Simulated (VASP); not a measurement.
# Rb3Pt (Pm-3m) in VASP: a series of runs

Runs on Rb3Pt. Level: PBE. Tasks: single point, relaxation of cell and atoms.

All numbers are computed with VASP 6.6.1; they aren't measurements. Logs are shortened: lines on timing, memory, paths and dates and some standing lists are left out, and cuts for length are marked.

**1. The cell of the first run**

Symmetry: Pm-3m, No. 221, cubic system. The conventional cell has a = 5.478 Å, b = 5.478 Å, c = 5.478 Å, α = 90.00°, β = 90.00°, γ = 90.00°. Within 5.1 Å of Rb (site symmetry 4/mmm) lie 8 Rb at 3.87 Å and 4 Pt at 3.87 Å. Pt (site symmetry m-3m) has 12 Rb at 3.87 Å within 5.1 Å.

**2. Single point, PBE**

Input file INCAR:

```
PREC = Accurate ; ENCUT = 520
EDIFF = 1E-7 ; ISMEAR = -1
SIGMA = 0.1 ; LREAL = F
LASPH = T ; NELM = 60
ALGO = Normal ; ISIF = 2
LWAVE = F ; LCHARG = T
GGA = PE ; LELF = T
LVHAR = T ; NBANDS = 26
```

Input file KPOINTS:

```
Automatic mesh
0
Gamma
  5 5 5
```

Input file POSCAR:

```
Rb3Pt
1.0
    5.4781377925      0.0000000000      0.0000000000
    0.0000000000      5.4781377925      0.0000000000
    0.0000000000      0.0000000000      5.4781377925
Rb Pt
3 1
Direct
    0.0000000000      0.0000000000      0.5000000000
    0.0000000000      0.5000000000      0.0000000000
    0.5000000000      0.0000000000      0.0000000000
    0.5000000000      0.5000000000      0.5000000000
```

Potentials or basis: VASP PAW PBE potentials, release 64 (Rb_sv, Pt).

The run is started by

```bash
$ cat potpaw_PBE.64/Rb_sv/POTCAR potpaw_PBE.64/Pt/POTCAR > POTCAR
$ mpirun -np 1 vasp_std > vasp.out
```

OUTCAR:

```text
PREC = Accurate
   ENCUT = 520
   EDIFF = 1E-7
   ISMEAR = -1
   LREAL = F
   LASPH = T
   NELM = 60
   ISIF = 2
   GGA = PE

 ion  position               nearest neighbor table
   1  0.000  0.000  0.500-   2 3.87   3 3.87   4 3.87   2 3.87   3 3.87   2 3.87   4 3.87   2 3.87
                             3 3.87   4 3.87   3 3.87   4 3.87
   2  0.000  0.500  0.000-   1 3.87   3 3.87   4 3.87   1 3.87   4 3.87   1 3.87   3 3.87   1 3.87
                             3 3.87   4 3.87   4 3.87   3 3.87
   3  0.500  0.000  0.000-   1 3.87   2 3.87   4 3.87   1 3.87   4 3.87   2 3.87   4 3.87   4 3.87
                             1 3.87   2 3.87   1 3.87   2 3.87
   4  0.500  0.500  0.500-   1 3.87   2 3.87   3 3.87   2 3.87   3 3.87   1 3.87   3 3.87   3 3.87
                             1 3.87   2 3.87   2 3.87   1 3.87

  LATTYP: Found a simple cubic cell.
 ALAT       =     5.4781377925

  Lattice vectors:

 A1 = (   5.4781377925,   0.0000000000,   0.0000000000)
 A2 = (   0.0000000000,   5.4781377925,   0.0000000000)
 A3 = (   0.0000000000,   0.0000000000,   5.4781377925)

Analysis of symmetry for initial positions (statically):
=====================================================================
 Subroutine PRICEL returns:
 Original cell was already a primitive cell.

 Routine SETGRP: Setting up the symmetry group for a
 simple cubic supercell.

 Subroutine GETGRP returns: Found 48 space group operations
[... 9 lines left out ...]

 Routine SETGRP: Setting up the symmetry group for a
 simple cubic supercell.

 Subroutine GETGRP returns: Found 48 space group operations
[... 11 lines left out ...]
                                     Primitive cell

  volume of cell :     164.3989

  direct lattice vectors                    reciprocal lattice vectors
     5.478137793  0.000000000  0.000000000     0.182543784  0.000000000  0.000000000
     0.000000000  5.478137793  0.000000000     0.000000000  0.182543784  0.000000000
     0.000000000  0.000000000  5.478137793     0.000000000  0.000000000  0.182543784

  length of vectors
     5.478137793  5.478137793  5.478137793     0.182543784  0.182543784  0.182543784

  position of ions in fractional coordinates (direct lattice)
     0.000000000  0.000000000  0.500000000
     0.000000000  0.500000000  0.000000000
     0.500000000  0.000000000  0.000000000
     0.500000000  0.500000000  0.500000000

  ion indices of the primitive-cell ions
   primitive index   ion index
                 1           1
                 2           2
                 3           3
                 4           4

----------------------------------------------------------------------------------------

 KPOINTS: Automatic mesh

Automatic generation of k-mesh.
 Grid dimensions read from file:
 generate k-points for:    5    5    5

 Generating k-lattice:

  Cartesian coordinates                     Fractional coordinates (reciprocal lattice)
     0.036508757  0.000000000  0.000000000     0.200000000  0.000000000  0.000000000
     0.000000000  0.036508757  0.000000000     0.000000000  0.200000000  0.000000000
     0.000000000  0.000000000  0.036508757     0.000000000  0.000000000  0.200000000

  Length of vectors
     0.036508757  0.036508757  0.036508757

  Shift w.r.t. Gamma in fractional coordinates (k-lattice)
     0.000000000  0.000000000  0.000000000

 Subroutine IBZKPT returns following result:
 ===========================================

 Found     10 irreducible k-points:

 Following reciprocal coordinates:
            Coordinates               Weight
  0.000000  0.000000  0.000000      1.000000
  0.200000  0.000000  0.000000      6.000000
  0.400000  0.000000  0.000000      6.000000
  0.200000  0.200000  0.000000     12.000000
  0.400000  0.200000  0.000000     24.000000
  0.400000  0.400000  0.000000     12.000000
  0.200000  0.200000  0.200000      8.000000
  0.400000  0.200000  0.200000     24.000000
  0.400000  0.400000  0.200000     24.000000
  0.400000  0.400000  0.400000      8.000000
   k-points           NKPTS =     10   k-points in BZ     NKDIM =     10   number of bands    NBANDS=     26
   number of dos      NEDOS =    301   number of ions     NIONS =      4
   total plane-waves  NPLWV =  74088
   dimension x,y,z NGX =    42 NGY =   42 NGZ =   42
   dimension x,y,z NGXF=    84 NGYF=   84 NGZF=   84
   ions per type =               3   1
   NGX,Y,Z   is equivalent  to a cutoff of  12.75, 12.75, 12.75 a.u.
   NGXF,Y,Z  is equivalent  to a cutoff of  25.49, 25.49, 25.49 a.u.
 SYSTEM =  unknown system
   PREC   = accura    normal or accurate (medium, high low for compatibility)
   ISTART =      0    job   : 0-new  1-cont  2-samecut
   ICHARG =      2    charge: 1-file 2-atom 10-const
   ISPIN  =      1    spin polarized calculation?
   LNONCOLLINEAR =      F non collinear calculations
   LSORBIT =      F    spin-orbit coupling
   LASPH  =      T    aspherical Exc in radial PAW
   ENCUT  =  520.0 eV  38.22 Ry    6.18 a.u.  10.19 10.19 10.19*2*pi/ulx,y,z
   NELM   =     60;   NELMIN=  2; NELMDL= -5     # of ELM steps
   EDIFF  = 0.1E-06   stopping-criterion for ELM
   LREAL  =      F    real-space projection
   EDIFFG = 0.1E-05   stopping-criterion for IOM
   NSW    =      0    number of steps for IOM
   IBRION =     -1    ionic relax: 0-MD 1-quasi-New 2-CG
   NFREE  =      0    steps in history (QN), initial steepest desc. (CG)
   ISIF   =      2    stress and relaxation
   ISYM   =      2    0-nonsym 1-usesym 2-fastsym
   POTIM  = 0.5000    time-step for ionic-motion
   TEBEG  =    0.0;   TEEND  =   0.0 temperature during run
   PSTRESS=    0.0 pullay stress
   NELECT =      37.0000    total number of electrons
   NUPDOWN=      -1.0000    fix difference up-down
   EMIN   =  10.00;   EMAX   =-10.00  energy-range for DOS
   EFERMI =   0.00;   METHOD = LEGACY
   ISMEAR =    -1;   SIGMA  =   0.10  broadening in eV -4-tet -1-fermi 0-gaus
   EFERMI_NEDOS =   21; number of points for ismear=-14 and -15
   IALGO  =     38    algorithm
   IMIX   =      4    mixing-type and parameters
     AMIX     =   0.40;   BMIX     =  1.00
     AMIX_MAG =   1.60;   BMIX_MAG =  1.00
  volume/ion in A,a.u.               =      41.10       277.35
  Fermi-wavevector in a.u.,A,eV,Ry     =   0.995808  1.881805 13.492005  0.991634
  Thomas-Fermi vector in A             =   2.127854
   LORBIT       =      0    0 simple, 1 ext, 2 COOP (PROOUT), +10 PAW based schemes
   GGA     = PE    functional components
   LHFCALC =     F    Hartree Fock is set to
   AEXX    =    0.0000 exact exchange contribution
   IVDW    =     0    specifies the selected vdW correction
   LEPSILON=     F    determine dielectric tensor
   LRPA    =     F    only Hartree local field effects (RPA)
 non-spin polarized calculation
  energy-cutoff  :      520.00
  volume of cell :      164.40
 maximum number of plane-waves:      4429
 NGX is ok and might be reduce to    42
   NGX = 21   NGY = 21   NGZ = 21

 number of electron      37.0000002 magnetization

 Free energy of the ion-electron system (eV)
  ---------------------------------------------------
  ext. energy  EPLUGINS =         0.00000000
  ---------------------------------------------------
  free energy    TOTEN  =        -8.00402707 eV

  energy without entropy =       -7.93879277  energy(sigma->0) =       -7.97140992

 E-fermi :   1.9033     XC(G=0):  -7.7563

 val. band max:        1.8925330038   @ k =   0.4000   0.2000   0.2000
 cond. band min:       2.2006892364   @ k =   0.4000   0.4000   0.0000
 fundamental gap:      0.3081562327
 Fermi energy:         1.9033466583

 k-point     1 :       0.0000    0.0000    0.0000
  band No.  band energies     occupation
      1     -26.5802      2.00000
      2     -26.4634      2.00000
      3     -26.4634      2.00000
      4     -11.0187      2.00000
      5     -11.0187      2.00000
      6     -11.0187      2.00000
[... 18 lines left out ...]
     25       5.2070      0.00000
     26       5.2070      0.00000

 k-point     2 :       0.2000    0.0000    0.0000
  band No.  band energies     occupation
      1     -26.5704      2.00000
      2     -26.4732      2.00000
      3     -26.4633      2.00000
      4     -10.9868      2.00000
      5     -10.9868      2.00000
      6     -10.9711      2.00000
[... 18 lines left out ...]
     25       5.4938      0.00000
     26       5.4938      0.00000

 k-point     3 :       0.4000    0.0000    0.0000
  band No.  band energies     occupation
      1     -26.5476      2.00000
      2     -26.4959      2.00000
      3     -26.4631      2.00000
      4     -10.9231      2.00000
      5     -10.9231      2.00000
      6     -10.8410      2.00000
[... 18 lines left out ...]
     25       5.8874      0.00000
     26       5.8896      0.00000

 k-point     4 :       0.2000    0.2000    0.0000
  band No.  band energies     occupation
      1     -26.5614      2.00000
      2     -26.4768      2.00000
      3     -26.4686      2.00000
      4     -11.0285      2.00000
      5     -10.9537      2.00000
      6     -10.8658      2.00000
[... 18 lines left out ...]
     25       5.2888      0.00000
     26       5.8751      0.00000

 k-point     5 :       0.4000    0.2000    0.0000
  band No.  band energies     occupation
      1     -26.5400      2.00000
      2     -26.4960      2.00000
      3     -26.4704      2.00000
      4     -11.0095      2.00000
      5     -10.8862      2.00000
      6     -10.7545      2.00000
[... 18 lines left out ...]
     25       5.6709      0.00000
     26       5.8883      0.00000

 k-point     6 :       0.4000    0.4000    0.0000
  band No.  band energies     occupation
      1     -26.5210      2.00000
      2     -26.4982      2.00000
      3     -26.4866      2.00000
      4     -11.0711      2.00000
      5     -10.8515      2.00000
      6     -10.8042      2.00000
[... 18 lines left out ...]
     25       5.2104      0.00000
     26       6.1343      0.00000

 k-point     7 :       0.2000    0.2000    0.2000
  band No.  band energies     occupation
      1     -26.5532      2.00000
      2     -26.4766      2.00000
      3     -26.4766      2.00000
      4     -11.0917      2.00000
      5     -10.8423      2.00000
      6     -10.8423      2.00000
[... 18 lines left out ...]
     25       5.2333      0.00000
     26       5.9535      0.00000

 k-point     8 :       0.4000    0.2000    0.2000
  band No.  band energies     occupation
      1     -26.5336      2.00000
      2     -26.4960      2.00000
      3     -26.4764      2.00000
      4     -11.1143      2.00000
      5     -10.7793      2.00000
      6     -10.7704      2.00000
[... 18 lines left out ...]
     25       5.4358      0.00000
     26       5.9718      0.00000

 k-point     9 :       0.4000    0.4000    0.2000
  band No.  band energies     occupation
      1     -26.5176      2.00000
      2     -26.4980      2.00000
      3     -26.4897      2.00000
      4     -11.1968      2.00000
      5     -10.8500      2.00000
      6     -10.7453      2.00000
[... 18 lines left out ...]
     25       5.0092      0.00000
     26       6.2449      0.00000

 k-point    10 :       0.4000    0.4000    0.4000
  band No.  band energies     occupation
      1     -26.5090      2.00000
      2     -26.4978      2.00000
      3     -26.4978      2.00000
      4     -11.3172      2.00000
      5     -10.8497      2.00000
      6     -10.8402      2.00000
[... 18 lines left out ...]
     25       4.7513      0.00000
     26       6.5110      0.00000

------------------------ aborting loop because EDIFF is reached ----------------------------------------

  FORCE on cell =-STRESS in cart. coord.  units (eV):
  Direction    XX          YY          ZZ          XY          YZ          ZX
  --------------------------------------------------------------------------------------
  -------------------------------------------------------------------------------------
  Total        0.0144635      0.0144635      0.0144635     -0.0000000     -0.0000000      0.0000000
  in kB        0.1409567      0.1409567      0.1409567     -0.0000000     -0.0000000      0.0000000
  external PRESSURE =       0.1409567 kB  Pullay stress =       0.0000000 kB

 VOLUME and BASIS-vectors are now :
 -----------------------------------------------------------------------------
  energy-cutoff  :      520.00
  volume of cell :      164.40
      direct lattice vectors                 reciprocal lattice vectors
     5.478137793  0.000000000  0.000000000     0.182543784  0.000000000  0.000000000
     0.000000000  5.478137793  0.000000000     0.000000000  0.182543784  0.000000000
     0.000000000  0.000000000  5.478137793     0.000000000  0.000000000  0.182543784

 POSITION                                       TOTAL-FORCE (eV/Angst)
 -----------------------------------------------------------------------------------
      0.00000      0.00000      2.73907         0.000000      0.000000      0.000000
      0.00000      2.73907      0.00000         0.000000      0.000000      0.000000
      2.73907      0.00000      0.00000         0.000000      0.000000      0.000000
      2.73907      2.73907      2.73907         0.000000      0.000000      0.000000
 -----------------------------------------------------------------------------------
    total drift:                                0.000000      0.000000     -0.000000

  FREE ENERGIE OF THE ION-ELECTRON SYSTEM (eV)
  ---------------------------------------------------
  free  energy   TOTEN  =        -8.0040270660 eV

  energy  without entropy=       -7.9387927678  energy(sigma->0) =       -7.97140992
```

Run time: 31 s. Hardware: 1 thread of Intel Xeon 6975P-C (Granite Rapids), shared host; peak memory 0.26 GiB.

What came out:

- Free energy: -8.0040 eV
- Pressure: 0.0 GPa

Levels at points of the mesh, in eV from the Fermi level:
| k point | band 17 | band 18 | band 19 | band 20 | band 21 | band 22 |
| --- | --- | --- | --- | --- | --- | --- |
| (0.00, 0.00, 0.00) | -1.10 | -1.10 | -0.45 | 2.82 | 2.82 | 2.97 |

Caveat: spin-orbit coupling is left out, which moves the levels of the heavy elements.

(Continued in part 2 of 2.)
